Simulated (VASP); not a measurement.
Set up this calculation in VASP 6.6.1, as the native input.

| Quantity | Value |
| --- | --- |
| Task | single point |
| Functional | r2SCAN |
| Potentials or basis | VASP PAW PBE potentials, release 64 (Pb_d, S) |
| Cutoff | 520 eV |
| k mesh | 8 × 8 × 8 |
| Occupations | fermi-dirac, width 0.02 eV |
| Spin | no spin polarisation |
| Dipole correction | no |
| Further INCAR settings | ALGO = Normal; EDIFF = 1e-06; NBANDS = 17 |

Crystal: PbS (Galena).

```
Pb S
1.0
     0.00000    3.04650    3.04650
     3.04650    0.00000    3.04650
     3.04650    3.04650    0.00000
Pb S
1 1
Direct
  0.00000 0.00000 0.00000
  0.50000 0.50000 0.50000
```

One way to write it, as run:

POSCAR

```
PbS
1.0
    0.0000000000      3.0464982800      3.0464982800
    3.0464982800      0.0000000000      3.0464982800
    3.0464982800      3.0464982800      0.0000000000
Pb S
1 1
Direct
    0.0000000000      0.0000000000      0.0000000000
    0.5000000000      0.5000000000      0.5000000000
```

INCAR.step1

```
PREC     = Accurate       # precision mode
ENCUT    = 520            # plane-wave cutoff, eV
ISMEAR   = -1             # smearing method
SIGMA    = 0.02           # smearing width, eV
LREAL    = F              # projectors in reciprocal space
LASPH    = T              # aspherical terms in the spheres
NELM     = 100            # most SCF steps
NBANDS   = 17             # bands
GGA      = PE             # functional
ALGO     = Normal         # electronic algorithm
EDIFF    = 1E-4           # SCF threshold, eV
LWAVE    = T              # write WAVECAR
LCHARG   = F              # write CHGCAR
```

INCAR.step2

```
PREC     = Accurate       # precision mode
ENCUT    = 520            # plane-wave cutoff, eV
EDIFF    = 1E-6           # SCF threshold, eV
ISMEAR   = -1             # smearing method
SIGMA    = 0.02           # smearing width, eV
LREAL    = F              # projectors in reciprocal space
LASPH    = T              # aspherical terms in the spheres
NELM     = 100            # most SCF steps
ALGO     = Normal         # electronic algorithm
ISIF     = 2              # what is computed and relaxed
LWAVE    = F              # write WAVECAR
LCHARG   = T              # write CHGCAR
METAGGA  = R2SCAN         # meta-GGA
LMIXTAU  = T            
LELF     = T              # ELF
LVHAR    = T            
NBANDS   = 17             # bands
ISTART   = 1
```

KPOINTS

```
regular mesh
0
Gamma
  8 8 8
```

Potentials or basis: VASP PAW PBE potentials, release 64 (Pb_d, S).

Command:

```sh
$ cat potpaw_PBE.64/Pb_d/POTCAR potpaw_PBE.64/S/POTCAR > POTCAR
$ cp INCAR.step1 INCAR
$ mpirun -np 1 vasp_std > vasp.out
$ cp INCAR.step2 INCAR
$ mpirun -np 1 vasp_std > vasp.out
```

Results of the run:

The pressure is -3.0 GPa and the band gap on the k mesh is 0.90 eV, direct.

Caveat: the PAW data sets were made with another functional, which shifts forces and pressure a little; spin-orbit coupling is left out, which moves the levels of the heavy elements.

Wall time 61 s on 1 thread of Intel(R) Xeon(R) Platinum 8488C (Sapphire Rapids), with other jobs on the host, peak memory 0.19 GiB.
